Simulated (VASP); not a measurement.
Wanted: the native input for a VASP 6.6.1 run.

| Quantity | Value |
| --- | --- |
| Task | single point |
| Functional | revPBE |
| Potentials or basis | VASP PAW PBE potentials, release 64 (Y_sv) |
| Cutoff | 520 eV |
| k mesh | 18 × 18 × 18 |
| Occupations | fermi-dirac, width 0.1 eV |
| Spin | no spin polarisation |
| Dipole correction | no |
| Further INCAR settings | ALGO = Normal; EDIFF = 1e-07; NBANDS = 12 |

The structure of Y lies in POSCAR:

```
Y
1.0
   -2.0957389197      2.0957389197      2.0957389197
    2.0957389197     -2.0957389197      2.0957389197
    2.0957389197      2.0957389197     -2.0957389197
Y
1
Direct
    0.0000000000      0.0000000000      0.0000000000
```

This isn't the form of Y at room conditions, which is hcp.

One way to write it, as run:

INCAR

```
SYSTEM = Y
PREC = Accurate
ENCUT = 520
EDIFF = 1E-7
ISMEAR = -1
SIGMA = 0.1
LREAL = .FALSE.
LASPH = .TRUE.
NELM = 80
ALGO = Normal
ISIF = 2
LWAVE = .FALSE.
LCHARG = .FALSE.
GGA = RE
NBANDS = 12
```

KPOINTS

```
Automatic mesh
0
G
  18 18 18
  0 0 0
```

Potentials or basis: VASP PAW PBE potentials, release 64 (Y_sv).

The run is started by

```console
$ cat potpaw_PBE.64/Y_sv/POTCAR > POTCAR
$ mpirun -np 1 vasp_std > vasp.out
```

It gave:

```json
{"Pressure": "-2.6 GPa", "Band gap on the k mesh": "zero (an odd number of electrons rules out a gap without spin polarisation)"}
```

Caveat: the PAW data sets were made with another functional, which shifts forces and pressure a little.

Run time: 50 s on 1 thread of Intel(R) Xeon(R) Platinum 8488C (Sapphire Rapids) (shared host), peak memory 0.24 GiB.
